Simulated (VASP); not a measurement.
Here is a VASP 6.6.1 calculation.

File POSCAR:

```
Ti3O
1.0
    2.9357969426      0.0000000000      0.0000000000
   -1.4678984713      2.5424747326      0.0000000000
    0.0000000000      0.0000000000     23.6361929063
Ti O
3 1
Direct
    0.3333333333      0.6666666666      0.3596179822
    0.6666666667      0.3333333334      0.4531964183
    0.3333333333      0.6666666666      0.5467425953
    0.3333333333      1.1666666667      0.6208934037
```

INCAR.step1

```
PREC = Accurate ; ENCUT = 520
ISMEAR = 0 ; SIGMA = 0.1
LREAL = False ; LASPH = True
NELM = 80 ; LDIPOL = True
IDIPOL = 3 ; DIPOL = 0.5 0.5 0.495
NBANDS = 29 ; GGA = PE
ALGO = Normal ; EDIFF = 1E-4
LWAVE = True ; LCHARG = False
```

The input INCAR.step2:

```
PREC = Accurate ; ENCUT = 520
EDIFF = 1E-6 ; ISMEAR = 0
SIGMA = 0.1 ; LREAL = False
LASPH = True ; NELM = 80
ALGO = Normal ; ISIF = 2
LWAVE = False ; LCHARG = True
LDIPOL = True ; IDIPOL = 3
DIPOL = 0.5 0.5 0.495 ; METAGGA = R2SCAN
LMIXTAU = True ; LELF = True
LVHAR = True ; LVACPOTAV = True
NBANDS = 29 ; ISTART = 1
```

Contents of KPOINTS:

```
regular mesh
0
Gamma
  12 12 1
```

Potentials or basis: VASP PAW PBE potentials, release 64 (Ti_sv, O).

Command:

```sh
$ cat potpaw_PBE.64/Ti_sv/POTCAR potpaw_PBE.64/O/POTCAR > POTCAR
$ cp INCAR.step1 INCAR
$ mpirun -np 1 vasp_std > vasp.out
$ cp INCAR.step2 INCAR
$ mpirun -np 1 vasp_std > vasp.out
```

**Question.** Estimate the largest force.

**Answer.** 6.874 eV/Å.

**Question.** What does it give for the band gap on the k mesh?

**Answer.** Zero (bands 21 and 22 overlap by 0.94 eV).

Forces in eV/Å, atoms in the order of the input:
```
Ti  -0.008 -0.004  0.057
Ti  -0.051 -0.029 -0.791
Ti   0.124  0.072  6.873
O   -0.066 -0.038 -6.139
```

Caveat: the PAW data sets were made with another functional, which shifts forces and pressure a little.
